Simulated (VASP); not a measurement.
A run of VASP 6.6.1 is set up as follows.

The input INCAR:

```
SYSTEM = SiC
PREC = Accurate ; ENCUT = 520
EDIFF = 1E-7 ; ISMEAR = -1
SIGMA = 0.05 ; LREAL = .FALSE.
LASPH = .TRUE. ; NELM = 60
ALGO = Normal ; ISIF = 2
LWAVE = .FALSE. ; LCHARG = .FALSE.
GGA = CA ; NBANDS = 11
```

KPOINTS

```
Automatic mesh
0
G
  15 15 15
  0 0 0
```

Contents of POSCAR:

```
SiC
1.0
    0.0000000000      1.7958021830      1.7958021830
    1.7958021830      0.0000000000      1.7958021830
    1.7958021830      1.7958021830      0.0000000000
Si C
1 1
Direct
    0.0000000000      0.0000000000      0.0000000000
    0.5000000000      0.5000000000      0.5000000000
```

Potentials or basis: VASP PAW LDA potentials, release 64 (Si, C).

Command:

```sh
$ cat potpaw_LDA.64/Si/POTCAR potpaw_LDA.64/C/POTCAR > POTCAR
$ mpirun -np 1 vasp_std > vasp.out
```

(1) Predict the band gap on the k mesh.

(2) Predict the pressure.

## Answers

(1) 0.63 eV, indirect (least direct gap 6.46 eV).

(2) 178.8 GPa.
